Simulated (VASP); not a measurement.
# MgO2 (R-3m) in VASP: further runs

MgO2 is run at these levels: r2SCAN; tasks: single point.

Program: VASP 6.6.1. These are calculated values, not measurements. Logs are shortened: lines on timing, memory, paths and dates and some standing lists are left out, and cuts for length are marked.

### Step 1. The cell of the first run

It takes space group R-3m (No. 166, trigonal). The conventional cell has a = 3.258 Å, b = 3.258 Å, c = 10.325 Å, α = 90.00°, β = 90.00°, γ = 120.00°. Mg (site symmetry -3m) has 6 O at 2.12 Å within 2.8 Å. Within 2.0 Å of O (site symmetry 3m) lie 1 O at 1.47 Å.

### Step 2. Single point, r2SCAN (strain +0.015 along x and y, -0.015 along z)

File POSCAR:

```
MgO2
1.0
    1.6288324313      0.9404068427      3.4415691918
   -1.6288324313      0.9404068427      3.4415691918
    0.0000000000     -1.8808136853      3.4415691918
Mg O
1 2
Direct
    0.0000000000      0.0000000000      0.0000000000
    0.4287860000      0.4287860000      0.4287860000
    0.5712140000      0.5712140000      0.5712140000
```

File INCAR.step1:

```
PREC = Accurate
ENCUT = 920
ISMEAR = 0
SIGMA = 0.05
LREAL = False
LASPH = True
NELM = 120
NBANDS = 18
GGA = PE
ALGO = Normal
EDIFF = 1E-5
LWAVE = True
LCHARG = False
GGA_COMPAT = False
```

File INCAR.step2:

```
PREC = Accurate
ENCUT = 920
EDIFF = 1E-6
ISMEAR = 0
SIGMA = 0.05
LREAL = False
LASPH = True
NELM = 120
ALGO = Normal
ISIF = 2
LWAVE = False
LCHARG = False
METAGGA = R2SCAN
LMIXTAU = True
NBANDS = 18
ISTART = 1
GGA_COMPAT = False
```

File KPOINTS:

```
regular mesh
0
Gamma
  12 12 12
```

Potentials or basis: VASP PAW PBE potentials, release 64 (Mg_sv, O).

Launch:

```bash
$ cat potpaw_PBE.64/Mg_sv/POTCAR potpaw_PBE.64/O/POTCAR > POTCAR
$ cp INCAR.step1 INCAR
$ mpirun -np 1 vasp_std > vasp.out
$ cp INCAR.step2 INCAR
$ mpirun -np 1 vasp_std > vasp.out
```

OUTCAR:

```text
PREC = Accurate
   ENCUT = 920
   EDIFF = 1E-6
   ISMEAR = 0
   LREAL = False
   LASPH = True
   NELM = 120
   ISIF = 2
   METAGGA = R2SCAN
   ISTART = 1

 ion  position               nearest neighbor table
   1  0.000  0.000  0.000-   3 2.12   3 2.12   2 2.12   2 2.12   3 2.12   2 2.12
   2  0.429  0.429  0.429-   3 1.47   1 2.12   1 2.12   1 2.12
   3  0.571  0.571  0.571-   2 1.47   1 2.12   1 2.12   1 2.12

  LATTYP: Found a trigonal (rhomboedric) cell.
 ALAT       =     3.9219712672
 COS(alpha) =     0.6550358244

  Lattice vectors:

 A1 = (   1.6288324313,   0.9404068427,   3.4415691918)
 A2 = (  -1.6288324313,   0.9404068427,   3.4415691918)
 A3 = (   0.0000000000,  -1.8808136853,   3.4415691918)

Analysis of symmetry for initial positions (statically):
=====================================================================
 Subroutine PRICEL returns:
 Original cell was already a primitive cell.

 Routine SETGRP: Setting up the symmetry group for a
 trigonal (rhombohedral) supercell.

 Subroutine GETGRP returns: Found 12 space group operations
 (whereof 12 operations were pure point group operations)
 out of a pool of 12 trial point group operations.

The static configuration has the point symmetry D_3d.

Analysis of symmetry for dynamics (positions and initial velocities):
=====================================================================
 Subroutine PRICEL returns:
 Original cell was already a primitive cell.

 Routine SETGRP: Setting up the symmetry group for a
 trigonal (rhombohedral) supercell.

 Subroutine GETGRP returns: Found 12 space group operations
 (whereof 12 operations were pure point group operations)
 out of a pool of 12 trial point group operations.

The dynamic configuration has the point symmetry D_3d.

 Subroutine INISYM returns: Found 12 space group operations
 (whereof 12 operations are pure point group operations),
 and found     1 'primitive' translations

----------------------------------------------------------------------------------------

                                     Primitive cell

  volume of cell :      31.6301

  direct lattice vectors                    reciprocal lattice vectors
     1.628832431  0.940406843  3.441569192     0.306968348  0.177228258  0.096855043
    -1.628832431  0.940406843  3.441569192    -0.306968348  0.177228258  0.096855043
     0.000000000 -1.880813685  3.441569192     0.000000000 -0.354456516  0.096855043

  length of vectors
     3.921971267  3.921971267  3.921971267     0.367451114  0.367451114  0.367451114

  position of ions in fractional coordinates (direct lattice)
     0.000000000  0.000000000  0.000000000
     0.428786000  0.428786000  0.428786000
     0.571214000  0.571214000  0.571214000

  ion indices of the primitive-cell ions
   primitive index   ion index
                 1           1
                 2           2
                 3           3

----------------------------------------------------------------------------------------

 KPOINTS: regular mesh

Automatic generation of k-mesh.
 Grid dimensions read from file:
 generate k-points for:   12   12   12

 Generating k-lattice:

  Cartesian coordinates                     Fractional coordinates (reciprocal lattice)
     0.025580696  0.014769022  0.008071254     0.083333333  0.000000000  0.000000000
    -0.025580696  0.014769022  0.008071254     0.000000000  0.083333333  0.000000000
     0.000000000 -0.029538043  0.008071254     0.000000000  0.000000000  0.083333333

  Length of vectors
     0.030620926  0.030620926  0.030620926

  Shift w.r.t. Gamma in fractional coordinates (k-lattice)
     0.000000000  0.000000000  0.000000000

 Subroutine IBZKPT returns following result:
 ===========================================

 Found    189 irreducible k-points:

 Following reciprocal coordinates:
            Coordinates               Weight
  0.000000  0.000000  0.000000      1.000000
  0.083333  0.000000 -0.000000      6.000000
  0.166667  0.000000  0.000000      6.000000
  0.250000  0.000000  0.000000      6.000000
  0.333333  0.000000  0.000000      6.000000
  0.416667  0.000000  0.000000      6.000000
[... 16 lines left out ...]
  0.500000  0.166667  0.000000     12.000000
 -0.416667  0.166667 -0.000000     12.000000
 [... further k-points ...]
   k-points           NKPTS =    189   k-points in BZ     NKDIM =    189   number of bands    NBANDS=     18
   number of dos      NEDOS =    301   number of ions     NIONS =      3
   total plane-waves  NPLWV =  64000
   dimension x,y,z NGX =    40 NGY =   40 NGZ =   40
   dimension x,y,z NGXF=    80 NGYF=   80 NGZF=   80
   ions per type =               1   2
   NGX,Y,Z   is equivalent  to a cutoff of  16.96, 16.96, 16.96 a.u.
   NGXF,Y,Z  is equivalent  to a cutoff of  33.91, 33.91, 33.91 a.u.
 SYSTEM =  unknown system
   PREC   = accura    normal or accurate (medium, high low for compatibility)
   ISTART =      1    job   : 0-new  1-cont  2-samecut
   ICHARG =      0    charge: 1-file 2-atom 10-const
   ISPIN  =      1    spin polarized calculation?
   LNONCOLLINEAR =      F non collinear calculations
   LSORBIT =      F    spin-orbit coupling
   LASPH  =      T    aspherical Exc in radial PAW
   ENCUT  =  920.0 eV  67.62 Ry    8.22 a.u.   9.70  9.70  9.70*2*pi/ulx,y,z
   NELM   =    120;   NELMIN=  2; NELMDL=  0     # of ELM steps
   EDIFF  = 0.1E-05   stopping-criterion for ELM
   LREAL  =      F    real-space projection
   EDIFFG = 0.1E-04   stopping-criterion for IOM
   NSW    =      0    number of steps for IOM
   IBRION =     -1    ionic relax: 0-MD 1-quasi-New 2-CG
   NFREE  =      0    steps in history (QN), initial steepest desc. (CG)
   ISIF   =      2    stress and relaxation
   ISYM   =      2    0-nonsym 1-usesym 2-fastsym
   POTIM  = 0.5000    time-step for ionic-motion
   TEBEG  =    0.0;   TEEND  =   0.0 temperature during run
   PSTRESS=    0.0 pullay stress
   NELECT =      22.0000    total number of electrons
   NUPDOWN=      -1.0000    fix difference up-down
   EMIN   =  10.00;   EMAX   =-10.00  energy-range for DOS
   EFERMI =   0.00;   METHOD = LEGACY
   ISMEAR =     0;   SIGMA  =   0.05  broadening in eV -4-tet -1-fermi 0-gaus
   EFERMI_NEDOS =   21; number of points for ismear=-14 and -15
   IALGO  =     38    algorithm
   IMIX   =      4    mixing-type and parameters
     AMIX     =   0.40;   BMIX     =  1.00
     AMIX_MAG =   1.60;   BMIX_MAG =  1.00
  volume/ion in A,a.u.               =      10.54        71.15
  Fermi-wavevector in a.u.,A,eV,Ry     =   1.450493  2.741035 28.625719  2.103931
  Thomas-Fermi vector in A             =   2.568099
   LORBIT       =      0    0 simple, 1 ext, 2 COOP (PROOUT), +10 PAW based schemes
   METAGGA = R2SCAN    functional components
   LHFCALC =     F    Hartree Fock is set to
   AEXX    =    0.0000 exact exchange contribution
   IVDW    =     0    specifies the selected vdW correction
   LEPSILON=     F    determine dielectric tensor
   LRPA    =     F    only Hartree local field effects (RPA)
 non-spin polarized calculation
 Gauss-broadening in eV      SIGMA  =   0.05
  energy-cutoff  :      920.00
  volume of cell :       31.63
 maximum number of plane-waves:      2024
   NGX = 19   NGY = 19   NGZ = 19

 number of electron      21.9999998 magnetization

 Free energy of the ion-electron system (eV)
  ---------------------------------------------------
  ext. energy  EPLUGINS =         0.00000000
  ---------------------------------------------------
  free energy    TOTEN  =       -21.52553415 eV

  energy without entropy =      -21.52553415  energy(sigma->0) =      -21.52553415

 E-fermi :   2.3881     XC(G=0): -10.9221

 val. band max:        2.1164367493   @ k =   0.5000   0.5000   0.5000
 cond. band min:       5.4015198192   @ k =   0.5000   0.5000   0.5000
 fundamental gap:      3.2850830700
 Fermi energy:         2.3881291133

 k-point     1 :       0.0000    0.0000    0.0000
  band No.  band energies     occupation
      1     -74.2659      2.00000
      2     -39.4091      2.00000
      3     -39.3605      2.00000
      4     -39.3605      2.00000
      5     -20.4097      2.00000
      6     -13.1797      2.00000
[... 10 lines left out ...]
     17      17.4732      0.00000
     18      19.4903      0.00000

 k-point     2 :       0.0833    0.0000   -0.0000
  band No.  band energies     occupation
      1     -74.2658      2.00000
      2     -39.4089      2.00000
      3     -39.3624      2.00000
      4     -39.3609      2.00000
      5     -20.3809      2.00000
      6     -13.2021      2.00000
[... 10 lines left out ...]
     17      17.6606      0.00000
     18      19.1856      0.00000

 k-point     3 :       0.1667    0.0000    0.0000
  band No.  band energies     occupation
      1     -74.2656      2.00000
      2     -39.4083      2.00000
      3     -39.3675      2.00000
      4     -39.3619      2.00000
      5     -20.3012      2.00000
      6     -13.2631      2.00000
[... 10 lines left out ...]
     17      18.2101      0.00000
     18      18.5117      0.00000

 k-point     4 :       0.2500    0.0000    0.0000
  band No.  band energies     occupation
      1     -74.2652      2.00000
      2     -39.4074      2.00000
      3     -39.3744      2.00000
      4     -39.3633      2.00000
      5     -20.1894      2.00000
      6     -13.3468      2.00000
[... 375 lines left out ...]
      4     -39.3679      2.00000
      5     -19.9914      2.00000
      6     -13.6192      2.00000
[... 10 lines left out ...]
     17      18.5404      0.00000
     18      19.9274      0.00000

 k-point    23 :       0.5000    0.1667    0.0000
  band No.  band energies     occupation
      1     -74.2644      2.00000
      2     -39.4059      2.00000
      3     -39.3845      2.00000
      4     -39.3698      2.00000
      5     -19.9311      2.00000
      6     -13.6170      2.00000
[... 10 lines left out ...]
     17      18.1686      0.00000
     18      19.9580      0.00000

 k-point    24 :      -0.4167    0.1667   -0.0000
  band No.  band energies     occupation
      1     -74.2643      2.00000
      2     -39.4056      2.00000
      3     -39.3857      2.00000
      4     -39.3705      2.00000
      5     -19.9227      2.00000
      6     -13.5668      2.00000
[... 10 lines left out ...]
     17      17.9694      0.00000
     18      19.9036      0.00000

 [... further k-points ...]

------------------------ aborting loop because EDIFF is reached ----------------------------------------

  FORCE on cell =-STRESS in cart. coord.  units (eV):
  Direction    XX          YY          ZZ          XY          YZ          ZX
  --------------------------------------------------------------------------------------
  -------------------------------------------------------------------------------------
  Total       -1.6611582     -1.6611582      0.5153742      0.0000000      0.0000000      0.0000000
  in kB      -84.1437040    -84.1437040     26.1055796      0.0000000      0.0000000      0.0000000
  external PRESSURE =     -47.3939428 kB  Pullay stress =       0.0000000 kB

 VOLUME and BASIS-vectors are now :
 -----------------------------------------------------------------------------
  energy-cutoff  :      920.00
  volume of cell :       31.63
      direct lattice vectors                 reciprocal lattice vectors
     1.628832431  0.940406843  3.441569192     0.306968348  0.177228258  0.096855043
    -1.628832431  0.940406843  3.441569192    -0.306968348  0.177228258  0.096855043
     0.000000000 -1.880813685  3.441569192     0.000000000 -0.354456516  0.096855043

 POSITION                                       TOTAL-FORCE (eV/Angst)
 -----------------------------------------------------------------------------------
      0.00000      0.00000      0.00000         0.000000      0.000000     -0.000000
      0.00000      0.00000      4.42709         0.000000     -0.000000     -0.608847
      0.00000      0.00000      5.89762         0.000000      0.000000      0.608847
 -----------------------------------------------------------------------------------
    total drift:                                0.000000     -0.000000      0.000000

  FREE ENERGIE OF THE ION-ELECTRON SYSTEM (eV)
  ---------------------------------------------------
  free  energy   TOTEN  =       -21.5255341533 eV

  energy  without entropy=      -21.5255341533  energy(sigma->0) =      -21.52553415
```

Run time: 12 min. Hardware: 1 thread of Intel Xeon Platinum 8488C (Sapphire Rapids), shared host; peak memory 0.41 GiB.

What came out:

| Item | Value |
| --- | --- |
| Free energy | -21.5255 eV |
| Pressure | -4.7 GPa |
| Largest force | 0.609 eV/Å |
| Band gap on the k mesh | 3.29 eV |

Forces on the atoms (eV/Å):
```
Mg   0.000  0.000  0.000
O    0.000  0.000 -0.609
O    0.000  0.000  0.609
```

Stress tensor (GPa, compression positive):
```
-8.41  0.00  0.00
 0.00 -8.41  0.00
 0.00  0.00  2.61
```

Caveat: the cell differs from its parent crystal (strain +0.015 along x and y, -0.015 along z); the stress differs along the axes, from -8 to 3 GPa; the PAW data sets were made with another functional, which shifts forces and pressure a little.

### Step 3. Single point, r2SCAN (strain +0.015 along x and y, +0.000 along z)

File POSCAR:

```
MgO2
1.0
    1.6288324313      0.9404068427      3.4939788749
   -1.6288324313      0.9404068427      3.4939788749
    0.0000000000     -1.8808136853      3.4939788749
Mg O
1 2
Direct
    0.0000000000      0.0000000000      0.0000000000
    0.4287860000      0.4287860000      0.4287860000
    0.5712140000      0.5712140000      0.5712140000
```

File INCAR.step1:

```
SYSTEM = MgO2
PREC = Accurate ; ENCUT = 920
ISMEAR = 0 ; SIGMA = 0.05
LREAL = .False. ; LASPH = .True.
NELM = 120 ; NBANDS = 18
GGA = PE ; ALGO = Normal
EDIFF = 1E-5 ; LWAVE = .True.
LCHARG = .False. ; GGA_COMPAT = .False.
```

File INCAR.step2:

```
SYSTEM = MgO2
PREC = Accurate ; ENCUT = 920
EDIFF = 1E-6 ; ISMEAR = 0
SIGMA = 0.05 ; LREAL = .False.
LASPH = .True. ; NELM = 120
ALGO = Normal ; ISIF = 2
LWAVE = .False. ; LCHARG = .False.
METAGGA = R2SCAN ; LMIXTAU = .True.
NBANDS = 18 ; ISTART = 1
GGA_COMPAT = .False.
```

File KPOINTS:

```
regular mesh
0
Gamma
  12 12 12
  0 0 0
```

Potentials or basis: VASP PAW PBE potentials, release 64 (Mg_sv, O).

Launch:

```bash
$ cat potpaw_PBE.64/Mg_sv/POTCAR potpaw_PBE.64/O/POTCAR > POTCAR
$ cp INCAR.step1 INCAR
$ mpirun -np 1 vasp_std > vasp.out
$ cp INCAR.step2 INCAR
$ mpirun -np 1 vasp_std > vasp.out
```

Wall time 21 min (1 thread of Intel Xeon Platinum 8259CL at 2.50GHz (Skylake/Cascade Lake), shared host); peak memory 0.41 GiB.

The run converged. Its results:

```yaml
Free_energy: -21.5221 eV
Pressure: -7.4 GPa
Largest_force: 0.146 eV/Å
Band_gap_on_the_k_mesh: 2.97 eV
```

Forces on the atoms (eV/Å):
```
Mg   0.000  0.000  0.000
O    0.000  0.000 -0.146
O    0.000  0.000  0.146
```

Stress tensor (GPa, compression positive):
```
-8.51  0.00  0.00
 0.00 -8.51  0.00
 0.00  0.00 -5.06
```

Levels at points of the mesh, in eV from the valence-band top:
```tsv
k point	band 8	band 9	band 10	band 11	band 12	band 13	band 14	band 15
(0.00, 0.00, 0.00)	-3.44	-3.44	-0.81	-0.81	5.05	5.59	13.01	15.09
(0.50, 0.00, 0.00)	-5.99	-3.74	-1.24	-1.03	4.91	9.19	10.78	13.39
(0.50, 0.50, 0.00)	-5.33	-4.43	-2.03	-0.11	4.22	8.42	11.52	13.24
(0.50, 0.50, 0.50)	-3.96	-3.96	0.00	0.00	2.97	5.51	10.22	14.82
```

Caveat: the cell differs from its parent crystal (strain +0.015 along x and y, +0.000 along z); the cell stands under tension; the PAW data sets were made with another functional, which shifts forces and pressure a little.
